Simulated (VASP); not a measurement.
PbSe:

```
CELL_PARAMETERS angstrom
2.22321 -6.23663 0.00000
2.22321 6.23663 0.00000
0.00000 0.00000 4.61083
ATOMIC_POSITIONS crystal
Pb 0.63660 0.36340 0.75000
Pb 0.36340 0.63660 0.25000
Se 0.86041 0.13959 0.75000
Se 0.13959 0.86041 0.25000
```

This cell differs from its parent crystal: strain +4.0%.

Base run:

- Program: VASP 6.6.1
- Functional: r2SCAN
- Potentials or basis: VASP PAW PBE potentials, release 64 (Pb_d, Se)
- Cutoff: 520 eV
- k mesh: 6 × 6 × 6
- Occupations: gaussian, width 0.01 eV
- Spin: no spin polarisation

Its results: band gap on the k mesh 1.74 eV (least direct gap 1.81 eV); pressure -2.6 GPa; largest force 0.006 eV/Å.

The run is repeated on the same cell with these changes: functional from r2SCAN to PBE; occupations from gaussian, width 0.01 eV to fermi-dirac, width 0.02 eV. What comes out?

Band gap on the k mesh 1.41 eV (least direct gap 1.48 eV); pressure -1.5 GPa; largest force 0.156 eV/Å.

Caveats: spin-orbit coupling is left out, which moves the levels of the heavy elements; the PAW data sets were made with another functional, which shifts forces and pressure a little (at least some runs).

A k mesh can miss the band edges.
